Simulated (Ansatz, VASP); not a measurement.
**TiO2 in VASP and in Ansatz**

File INCAR:

```
PREC     = Accurate       # precision mode
ENCUT    = 520            # plane-wave cutoff, eV
EDIFF    = 1E-6           # SCF threshold, eV
ISMEAR   = 0              # smearing method
SIGMA    = 0.05           # smearing width, eV
LREAL    = False          # projectors in reciprocal space
LASPH    = True           # aspherical terms in the spheres
NELM     = 80             # most SCF steps
ALGO     = Normal         # electronic algorithm
ISIF     = 2              # what is computed and relaxed
LWAVE    = False          # write WAVECAR
LCHARG   = True           # write CHGCAR
GGA      = PE             # functional
IVDW     = 12             # dispersion correction
LELF     = True           # ELF
LVHAR    = True         
NBANDS   = 19             # bands
```

File KPOINTS:

```
regular mesh
0
Gamma
  12 12 12
```

The input POSCAR:

```
TiO2
1.0
    1.3821681840      0.8580593258      4.8692561771
   -1.3821681840      0.8580593258      4.8692561771
    0.0000000000     -1.7161186520      4.8692561770
Ti O
1 2
Direct
    0.0000000000      0.0000000000      0.0000000000
    0.6004139744      0.6004139744      0.6004139744
    0.3995860256      0.3995860256      0.3995860256
```

Input for Ansatz:

```yaml
crystal:
  lattice:
    - [1.382168184, 0.8580593258, 4.8692561771]
    - [-1.382168184, 0.8580593258, 4.8692561771]
    - [0.0, -1.716118652, 4.869256177]
  atoms:
    - { symbol: Ti, position: [0.0, 0.0, 0.0] }
    - { symbol: O, position: [0.6004139744, 0.6004139744, 0.6004139744] }
    - { symbol: O, position: [0.3995860256, 0.3995860256, 0.3995860256] }
basis:
  ecutwfc: 520.0
kpoints:
  mp_grid: { grid: [12, 12, 12] }
hamiltonian:
  xc: pbe
  pseudopotentials: { kind: paw, azcp: { folder: soft_1 } }
  dispersion: d3bj
scf:
  occupations: { method: gaussian, width: 0.05 }
output:
  forces: true
  stress: true
  eigenvalues: true
```

Change from the starting cell: mode 4 frozen in at +0.000 Å, normal strain along x -0.0700.

Alike in both runs: task single point; functional PBE; dispersion D3(BJ); k mesh 12 × 12 × 12; occupations gaussian, width 0.05 eV; no spin polarisation.

|  | VASP | Ansatz |
| --- | --- | --- |
| version | VASP 6.6.1 | Ansatz 0.2.0 |
| potentials or method | VASP PAW PBE potentials, release 64 (Ti_sv, O), cutoff 520 eV | scalar-relativistic, plane waves, PAW |
| valence electrons in the cell | 24 | 24 |

```csv
,VASP,Ansatz,Ansatz less VASP
gap on the k mesh at the Fermi level (eV),2.53,2.55,+0.024
least direct gap on the mesh (eV),2.72,2.73,+0.014
pressure (GPa),20.3,19.5,-0.81
"traceless stress, the component that is largest in VASP (GPa)",18.05,17.80,-0.243
rms of the force components (eV/Å),0.563,0.529,-0.0336
```

Atom by atom the forces differ by 0.034 eV/Å (rms over components).
